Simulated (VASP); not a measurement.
# Ca (Fm-3m) in VASP: further runs

The runs below take Ca through single point, with r2SCAN.

All numbers are computed with VASP 6.6.1; they aren't measurements. Logs are shortened: lines on timing, memory, paths and dates and some standing lists are left out, and cuts for length are marked.

## Step 1: The cell of the first run

Symmetry: Fm-3m, No. 225, cubic system. Conventional cell: a = 5.662 Å, b = 5.662 Å, c = 5.662 Å, α = 90.00°, β = 90.00°, γ = 90.00°. Within 5.3 Å of Ca (site symmetry m-3m) lie 12 Ca at 4.00 Å.

## Step 2: Single point, r2SCAN

Contents of POSCAR:

```
Ca
1.0
    0.0000000000      2.8309700062      2.8309700062
    2.8309700062      0.0000000000      2.8309700062
    2.8309700062      2.8309700062      0.0000000000
Ca
1
Direct
    0.0000000000      0.0000000000      0.0000000000
```

Contents of INCAR.step1:

```
ALGO = Normal
EDIFF = 1E-4
ENCUT = 520
GGA = PE
ISMEAR = -1
LASPH = T
LCHARG = F
LREAL = F
LWAVE = T
NBANDS = 11
NELM = 100
PREC = Accurate
SIGMA = 0.05
```

Contents of INCAR.step2:

```
ALGO = Normal
EDIFF = 1E-7
ENCUT = 520
ISIF = 2
ISMEAR = -1
ISTART = 1
LASPH = T
LCHARG = F
LMIXTAU = T
LREAL = F
LWAVE = F
METAGGA = R2SCAN
NBANDS = 11
NELM = 100
PREC = Accurate
SIGMA = 0.05
```

Contents of KPOINTS:

```
k-points
0
Gamma
  8 8 8
```

Potentials or basis: VASP PAW PBE potentials, release 64 (Ca_sv).

Launch:

```
> cat potpaw_PBE.64/Ca_sv/POTCAR > POTCAR
> cp INCAR.step1 INCAR
> mpirun -np 1 vasp_std > vasp.out
> cp INCAR.step2 INCAR
> mpirun -np 1 vasp_std > vasp.out
```

OUTCAR:

```text
EDIFF = 1E-7
   ENCUT = 520
   ISIF = 2
   ISMEAR = -1
   ISTART = 1
   LASPH = T
   LREAL = F
   METAGGA = R2SCAN
   NELM = 100
   PREC = Accurate

 ion  position               nearest neighbor table
   1  0.000  0.000  0.000-

  LATTYP: Found a face centered cubic cell.
 ALAT       =     5.6619400124

  Lattice vectors:

 A1 = (   0.0000000000,   2.8309700062,   2.8309700062)
 A2 = (   2.8309700062,   0.0000000000,   2.8309700062)
 A3 = (   2.8309700062,   2.8309700062,   0.0000000000)

Analysis of symmetry for initial positions (statically):
=====================================================================
 Subroutine PRICEL returns:
 Original cell was already a primitive cell.

 Routine SETGRP: Setting up the symmetry group for a
 face centered cubic supercell.

 Subroutine GETGRP returns: Found 48 space group operations
 (whereof 48 operations were pure point group operations)
 out of a pool of 48 trial point group operations.

The static configuration has the point symmetry O_h .

Analysis of symmetry for dynamics (positions and initial velocities):
=====================================================================
 Subroutine PRICEL returns:
 Original cell was already a primitive cell.

 Routine SETGRP: Setting up the symmetry group for a
 face centered cubic supercell.

 Subroutine GETGRP returns: Found 48 space group operations
 (whereof 48 operations were pure point group operations)
 out of a pool of 48 trial point group operations.

The dynamic configuration has the point symmetry O_h .

 Subroutine INISYM returns: Found 48 space group operations
 (whereof 48 operations are pure point group operations),
 and found     1 'primitive' translations

----------------------------------------------------------------------------------------

                                     Primitive cell

  volume of cell :      45.3770

  direct lattice vectors                    reciprocal lattice vectors
     0.000000000  2.830970006  2.830970006    -0.176617908  0.176617908  0.176617908
     2.830970006  0.000000000  2.830970006     0.176617908 -0.176617908  0.176617908
     2.830970006  2.830970006  0.000000000     0.176617908  0.176617908 -0.176617908

  length of vectors
     4.003596177  4.003596177  4.003596177     0.305911190  0.305911190  0.305911190

  position of ions in fractional coordinates (direct lattice)
     0.000000000  0.000000000  0.000000000

  ion indices of the primitive-cell ions
   primitive index   ion index
                 1           1

----------------------------------------------------------------------------------------

 KPOINTS: k-points

Automatic generation of k-mesh.
 Grid dimensions read from file:
 generate k-points for:    8    8    8

 Generating k-lattice:

  Cartesian coordinates                     Fractional coordinates (reciprocal lattice)
    -0.022077238  0.022077238  0.022077238     0.125000000  0.000000000  0.000000000
     0.022077238 -0.022077238  0.022077238     0.000000000  0.125000000  0.000000000
     0.022077238  0.022077238 -0.022077238     0.000000000  0.000000000  0.125000000

  Length of vectors
     0.038238899  0.038238899  0.038238899

  Shift w.r.t. Gamma in fractional coordinates (k-lattice)
     0.000000000  0.000000000  0.000000000

 Subroutine IBZKPT returns following result:
 ===========================================

 Found     29 irreducible k-points:

 Following reciprocal coordinates:
            Coordinates               Weight
  0.000000  0.000000  0.000000      1.000000
  0.125000  0.000000  0.000000      8.000000
  0.250000  0.000000  0.000000      8.000000
  0.375000  0.000000  0.000000      8.000000
  0.500000  0.000000  0.000000      4.000000
  0.125000  0.125000  0.000000      6.000000
[... 16 lines left out ...]
  0.500000  0.250000  0.125000     48.000000
 -0.375000  0.250000  0.125000     24.000000
 [... further k-points ...]
   k-points           NKPTS =     29   k-points in BZ     NKDIM =     29   number of bands    NBANDS=     11
   number of dos      NEDOS =    301   number of ions     NIONS =      1
   total plane-waves  NPLWV =  27000
   dimension x,y,z NGX =    30 NGY =   30 NGZ =   30
   dimension x,y,z NGXF=    60 NGYF=   60 NGZF=   60
   ions per type =               1
   NGX,Y,Z   is equivalent  to a cutoff of  12.46, 12.46, 12.46 a.u.
   NGXF,Y,Z  is equivalent  to a cutoff of  24.91, 24.91, 24.91 a.u.
 SYSTEM =  unknown system
   PREC   = accura    normal or accurate (medium, high low for compatibility)
   ISTART =      1    job   : 0-new  1-cont  2-samecut
   ICHARG =      0    charge: 1-file 2-atom 10-const
   ISPIN  =      1    spin polarized calculation?
   LNONCOLLINEAR =      F non collinear calculations
   LSORBIT =      F    spin-orbit coupling
   LASPH  =      T    aspherical Exc in radial PAW
   ENCUT  =  520.0 eV  38.22 Ry    6.18 a.u.   7.44  7.44  7.44*2*pi/ulx,y,z
   NELM   =    100;   NELMIN=  2; NELMDL=  0     # of ELM steps
   EDIFF  = 0.1E-06   stopping-criterion for ELM
   LREAL  =      F    real-space projection
   EDIFFG = 0.1E-05   stopping-criterion for IOM
   NSW    =      0    number of steps for IOM
   IBRION =     -1    ionic relax: 0-MD 1-quasi-New 2-CG
   NFREE  =      0    steps in history (QN), initial steepest desc. (CG)
   ISIF   =      2    stress and relaxation
   ISYM   =      2    0-nonsym 1-usesym 2-fastsym
   POTIM  = 0.5000    time-step for ionic-motion
   TEBEG  =    0.0;   TEEND  =   0.0 temperature during run
   PSTRESS=    0.0 pullay stress
   NELECT =      10.0000    total number of electrons
   NUPDOWN=      -1.0000    fix difference up-down
   EMIN   =  10.00;   EMAX   =-10.00  energy-range for DOS
   EFERMI =   0.00;   METHOD = LEGACY
   ISMEAR =    -1;   SIGMA  =   0.05  broadening in eV -4-tet -1-fermi 0-gaus
   EFERMI_NEDOS =   21; number of points for ismear=-14 and -15
   IALGO  =     38    algorithm
   IMIX   =      4    mixing-type and parameters
     AMIX     =   0.40;   BMIX     =  1.00
     AMIX_MAG =   1.60;   BMIX_MAG =  1.00
  volume/ion in A,a.u.               =      45.38       306.22
  Fermi-wavevector in a.u.,A,eV,Ry     =   0.988848  1.868652 13.304055  0.977820
  Thomas-Fermi vector in A             =   2.120404
   LORBIT       =      0    0 simple, 1 ext, 2 COOP (PROOUT), +10 PAW based schemes
   METAGGA = R2SCAN    functional components
   LHFCALC =     F    Hartree Fock is set to
   AEXX    =    0.0000 exact exchange contribution
   IVDW    =     0    specifies the selected vdW correction
   LEPSILON=     F    determine dielectric tensor
   LRPA    =     F    only Hartree local field effects (RPA)
 non-spin polarized calculation
  energy-cutoff  :      520.00
  volume of cell :       45.38
 maximum number of plane-waves:      1243
 NGX is ok and might be reduce to    30
   NGX = 15   NGY = 15   NGZ = 15

 number of electron      10.0000001 magnetization

 Free energy of the ion-electron system (eV)
  ---------------------------------------------------
  ext. energy  EPLUGINS =         0.00000000
  ---------------------------------------------------
  free energy    TOTEN  =        -7.03045717 eV

  energy without entropy =       -7.01806460  energy(sigma->0) =       -7.02426088

 E-fermi :   1.6654     XC(G=0):  -7.9854

 val. band max:        1.6469146440   @ k =  -0.3750   0.5000   0.1250
 cond. band min:       1.6922407371   @ k =   0.5000   0.1250   0.0000
 fundamental gap:      0.0453260931
 Fermi energy:         1.6654109011

 k-point     1 :       0.0000    0.0000    0.0000
  band No.  band energies     occupation
      1     -42.2321      2.00000
      2     -22.2675      2.00000
      3     -22.2675      2.00000
      4     -22.2674      2.00000
      5      -2.4404      2.00000
      6       4.3235      0.00000
      7       4.3235      0.00000
      8       4.3235      0.00000
      9       5.3691      0.00000
     10       5.3691      0.00000
     11      11.0195      0.00000

 k-point     2 :       0.1250    0.0000    0.0000
  band No.  band energies     occupation
      1     -42.2306      2.00000
      2     -22.2841      2.00000
      3     -22.2698      2.00000
      4     -22.2697      2.00000
      5      -2.1751      2.00000
      6       4.0291      0.00000
      7       4.4107      0.00000
      8       4.4107      0.00000
      9       5.2971      0.00000
     10       5.2971      0.00000
     11      11.0641      0.00000

 k-point     3 :       0.2500    0.0000    0.0000
  band No.  band energies     occupation
      1     -42.2269      2.00000
      2     -22.3240      2.00000
      3     -22.2753      2.00000
      4     -22.2752      2.00000
      5      -1.4147      2.00000
      6       3.3185      0.00000
      7       4.4485      0.00000
      8       4.4485      0.00000
      9       5.3752      0.00000
     10       5.3752      0.00000
     11       9.1878      0.00000

 k-point     4 :       0.3750    0.0000    0.0000
  band No.  band energies     occupation
      1     -42.2233      2.00000
      2     -22.3635      2.00000
      3     -22.2808      2.00000
      4     -22.2807      2.00000
      5      -0.2765      2.00000
      6       2.3585      0.00000
      7       4.2840      0.00000
      8       4.2840      0.00000
      9       5.7867      0.00000
     10       5.7868      0.00000
     11       7.6618      0.00000
[... 239 lines left out ...]
 k-point    22 :       0.3750    0.2500    0.1250
  band No.  band energies     occupation
      1     -42.2242      2.00000
      2     -22.3338      2.00000
      3     -22.2958      2.00000
      4     -22.2822      2.00000
      5      -0.7747      2.00000
      6       3.1194      0.00000
      7       3.9101      0.00000
      8       4.8408      0.00000
      9       4.9877      0.00000
     10       5.8779      0.00000
     11       9.2354      0.00000

 k-point    23 :       0.5000    0.2500    0.1250
  band No.  band energies     occupation
      1     -42.2213      2.00000
      2     -22.3551      2.00000
      3     -22.3082      2.00000
      4     -22.2888      2.00000
      5       0.3008      2.00000
      6       2.5264      0.00000
      7       3.4848      0.00000
      8       4.6816      0.00000
      9       5.5285      0.00000
     10       6.2373      0.00000
     11       7.6396      0.00000

 k-point    24 :      -0.3750    0.2500    0.1250
  band No.  band energies     occupation
      1     -42.2201      2.00000
      2     -22.3642      2.00000
      3     -22.3121      2.00000
      4     -22.2923      2.00000
      5       1.4538      1.97136
      6       1.5589      1.78776
      7       3.4155      0.00000
      8       4.5866      0.00000
      9       5.8735      0.00000
     10       6.3697      0.00000
     11       6.8453      0.00000

 [... further k-points ...]
[... 5 lines left out ...]
  --------------------------------------------------------------------------------------
  -------------------------------------------------------------------------------------
  Total       -0.2149754     -0.2149754     -0.2149754      0.0000000      0.0000000      0.0000000
  in kB       -7.5903792     -7.5903792     -7.5903792      0.0000000      0.0000000      0.0000000
  external PRESSURE =      -7.5903792 kB  Pullay stress =       0.0000000 kB

 VOLUME and BASIS-vectors are now :
 -----------------------------------------------------------------------------
  energy-cutoff  :      520.00
  volume of cell :       45.38
      direct lattice vectors                 reciprocal lattice vectors
     0.000000000  2.830970006  2.830970006    -0.176617908  0.176617908  0.176617908
     2.830970006  0.000000000  2.830970006     0.176617908 -0.176617908  0.176617908
     2.830970006  2.830970006  0.000000000     0.176617908  0.176617908 -0.176617908

 POSITION                                       TOTAL-FORCE (eV/Angst)
 -----------------------------------------------------------------------------------
      0.00000      0.00000      0.00000         0.000000     -0.000000      0.000000
 -----------------------------------------------------------------------------------
    total drift:                               -0.000000     -0.000000      0.000000

  FREE ENERGIE OF THE ION-ELECTRON SYSTEM (eV)
  ---------------------------------------------------
  free  energy   TOTEN  =        -7.0304571687 eV

  energy  without entropy=       -7.0180645951  energy(sigma->0) =       -7.02426088
```

It took 59 s on 1 thread of Intel Xeon Platinum 8488C (Sapphire Rapids), shared host; peak memory 0.17 GiB.

Results:

```
Free energy            : -7.0305 eV
Pressure               : -0.8 GPa
Band gap on the k mesh : zero (bands 5 and 6 overlap by 0.63 eV)
```

Levels at points of the mesh, in eV from the Fermi level:
```csv
k point,band 3,band 4,band 5,band 6,band 7,band 8
"(0.00, 0.00, 0.00)",-23.93,-23.93,-4.11,2.66,2.66,2.66
"(0.50, 0.00, 0.00)",-23.95,-23.95,-0.87,-0.28,2.53,2.53
"(0.50, 0.50, 0.00)",-23.97,-23.97,-0.28,0.85,0.87,4.35
```

Caveat: the PAW data sets were made with another functional, which shifts forces and pressure a little.

## Step 3: Single point, r2SCAN

This run uses another cell than the first one, of 46.25 Å³/atom.

Contents of POSCAR:

```
Ca
1.0
    0.0000000000      2.8490021484      2.8490021484
    2.8490021484      0.0000000000      2.8490021484
    2.8490021484      2.8490021484      0.0000000000
Ca
1
Direct
    0.0000000000      0.0000000000      0.0000000000
```

Contents of INCAR.step1:

```
SYSTEM = Ca
PREC = Accurate
ENCUT = 520
ISMEAR = -1
SIGMA = 0.05
LREAL = .False.
LASPH = .True.
NELM = 80
NBANDS = 11
GGA = PE
ALGO = Normal
EDIFF = 1E-4
LWAVE = .True.
LCHARG = .False.
```

Contents of INCAR.step2:

```
SYSTEM = Ca
PREC = Accurate
ENCUT = 520
EDIFF = 1E-6
ISMEAR = -1
SIGMA = 0.05
LREAL = .False.
LASPH = .True.
NELM = 80
ALGO = Normal
ISIF = 2
LWAVE = .False.
LCHARG = .False.
METAGGA = R2SCAN
LMIXTAU = .True.
NBANDS = 11
ISTART = 1
```

Contents of KPOINTS:

```
Automatic mesh
0
Gamma
  8 8 8
  0 0 0
```

Potentials or basis: VASP PAW PBE potentials, release 64 (Ca_sv).

Launch:

```
> cat potpaw_PBE.64/Ca_sv/POTCAR > POTCAR
> cp INCAR.step1 INCAR
> mpirun -np 1 vasp_std > vasp.out
> cp INCAR.step2 INCAR
> mpirun -np 1 vasp_std > vasp.out
```

Run time: 45 s. Hardware: 1 thread of Intel Xeon Platinum 8488C (Sapphire Rapids), shared host; peak memory 0.17 GiB.

The run converged. Its results:

| Quantity | Value |
| --- | --- |
| Free energy | -7.0258 eV |
| Pressure | -1.0 GPa |
| Band gap on the k mesh | zero (bands 5 and 6 overlap by 0.65 eV) |

Levels at points of the mesh, in eV from the Fermi level:
```
           k point  band 1  band 2  band 3  band 4  band 5  band 6  band 7  band 8  band 9  band 10
(0.00, 0.00, 0.00)  -43.95  -23.98  -23.98  -23.98   -4.07    2.63    2.63    2.63    3.65     3.65
(0.50, 0.00, 0.00)  -43.94  -24.09  -24.00  -24.00   -0.86   -0.29    2.51    2.51    4.30     4.30
(0.50, 0.50, 0.00)  -43.93  -24.08  -24.02  -24.02   -0.27    0.84    0.85    4.29    4.47     4.47
```

Caveat: the PAW data sets were made with another functional, which shifts forces and pressure a little.

The gap in the log of VASP goes by the Fermi energy; the results here count the filled bands.